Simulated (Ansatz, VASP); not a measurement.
## HfO2 in VASP and in Ansatz

```xyz
48
Lattice="-4.8135 -4.8135 3.2054 -4.8135 4.8135 3.2054 -9.6271 0.0000 -6.4108" Properties=species:S:1:pos:R:3 pbc="T T T"
Hf    0.0000    0.0000    0.0000
Hf   -9.6271    0.0000   -3.2054
Hf   -4.8135    0.0000    3.2054
Hf   -9.6271    0.0000    0.0000
Hf   -9.6271    0.0000    3.2054
Hf  -14.4406    0.0000    0.0000
Hf   -4.8135    0.0000   -3.2054
Hf   -4.8135    0.0000    0.0000
Hf  -12.0338   -2.4068   -1.6027
Hf   -7.2203    2.4068   -1.6027
Hf  -12.0338    2.4068   -1.6027
Hf   -7.2203    2.4068    1.6027
Hf   -2.4068   -2.4068    1.6027
Hf   -7.2203   -2.4068   -1.6027
Hf   -7.2203   -2.4068    1.6027
Hf   -2.4068    2.4068    1.6027
O   -13.5022   -0.9384   -1.6027
O   -13.5022   -0.9384    1.6027
O   -13.5022    3.8751   -1.6027
O    -8.6886    3.8751    1.6027
O    -3.8751   -0.9384    1.6027
O    -8.6886   -0.9384   -1.6027
O    -8.6886   -0.9384    1.6027
O    -8.6886   -0.9384    4.8081
O   -12.9723   -3.3452   -3.2054
O    -8.1587    1.4683   -3.2054
O   -12.9723    1.4683   -3.2054
O    -8.1587    1.4683    0.0000
O    -8.1587    1.4683    3.2054
O   -12.9723    1.4683    0.0000
O    -8.1587   -3.3452    0.0000
O    -3.3452    1.4683    0.0000
O   -11.0954   -1.4683   -3.2054
O   -11.0954   -1.4683    0.0000
O   -15.9089   -1.4683    0.0000
O   -11.0954   -1.4683    3.2054
O    -6.2819    3.3452    3.2054
O   -11.0954    3.3452    0.0000
O    -6.2819   -1.4683    0.0000
O    -6.2819   -1.4683    3.2054
O   -10.5655   -3.8751   -1.6027
O    -5.7520    0.9384   -1.6027
O   -10.5655    0.9384   -1.6027
O    -5.7520    0.9384    1.6027
O   -15.3790    0.9384   -1.6027
O   -10.5655    0.9384    1.6027
O    -5.7520   -3.8751    1.6027
O   -10.5655    0.9384   -4.8081
```

Alike in both runs: task single point; functional PBE; k mesh 2 × 2 × 1; occupations gaussian, width 0.05 eV; no spin polarisation.

|  | VASP | Ansatz |
| --- | --- | --- |
| version | VASP 6.6.1 | Ansatz 0.2.0 |
| potentials or method | VASP PAW PBE potentials, release 64 (Hf_pv, O), cutoff 520 eV | scalar-relativistic, plane waves, PAW |
| valence electrons in the cell | 352 | 608 |

Ansatz gave:

```
gap on the k mesh at the Fermi level (eV) : 4.04
rms of the force components (eV/Å)        : 0.033
```

Which values does VASP return?

gap on the k mesh at the Fermi level (eV): 3.98; rms of the force components (eV/Å): 0.009.

Atom by atom the forces differ by 0.024 eV/Å (rms over components). The functional is the same, so the differences come from potentials, cutoffs and numerics. VASP's potentials hold 352 valence electrons a cell and Ansatz's 608, so a difference there can come from the potentials and not from the codes. Ansatz's warnings: structure snapped to symmetry.

The k mesh is coarse, so the values compare programs but aren't converged. Neither program's run includes spin-orbit coupling.
